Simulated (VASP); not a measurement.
Ir:

```xyz
1
Lattice="0.0000 1.8765 1.8765 1.8765 0.0000 1.8765 1.8765 1.8765 0.0000" Properties=species:S:1:pos:R:3 pbc="T T T"
Ir    0.0000    0.0000    0.0000
```

Base run:

* Program: VASP 6.6.1
* Functional: r2SCAN
* Potentials or basis: VASP PAW PBE potentials, release 64 (Ir)
* Cutoff: 520 eV
* k mesh: 12 × 12 × 12
* Occupations: fermi-dirac, width 0.05 eV
* Spin: no spin polarisation

Its results: pressure 35.8 GPa.

After a change of settings the same cell gave: pressure 32.8 GPa. Which change was it?
A. functional from r2SCAN to r2SCANh; k mesh from 12 × 12 × 12 to 6 × 6 × 6
B. functional from r2SCAN to PBE; cutoff from 520 eV to 500 eV
C. functional from r2SCAN to LDA; potentials or basis from VASP PAW PBE potentials, release 64 (Ir) to VASP PAW LDA potentials, release 64 (Ir)
D. functional from r2SCAN to PBE

A.

Caveats: some runs use coarse meshes; the PAW data sets were made with another functional, which shifts forces and pressure a little.

The runs don't all hold the same shells in valence.
